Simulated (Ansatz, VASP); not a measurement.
# One calculation of P, two programs

```
P
1.0
    -2.95927    3.30979    1.25758
     3.30979   -2.95927    1.25758
     2.20931    2.20931   -0.61561
P
2
Direct
  0.95671 0.04329 0.00000
  0.79329 0.20671 0.50000
```

Alike in both runs: task single point; functional r2SCAN; k mesh 14 × 14 × 11; occupations fermi-dirac, width 0.1 eV; no spin polarisation.

|  | VASP | Ansatz |
| --- | --- | --- |
| version | VASP 6.6.1 | Ansatz 0.2.0 |
| potentials or method | VASP PAW PBE potentials, release 64 (P), cutoff 520 eV | plane waves (500 eV) with PAW, scalar-relativistic |
| valence electrons in the cell | 10 | 10 |

|  | VASP | Ansatz | Ansatz less VASP |
| --- | --- | --- | --- |
| pressure (GPa) | 7.1 | 7.8 | +0.68 |
| traceless stress, the component that is largest in VASP (GPa) | -1.78 | -2.28 | -0.500 |

VASP's potentials were made for PBE, not for r2SCAN.
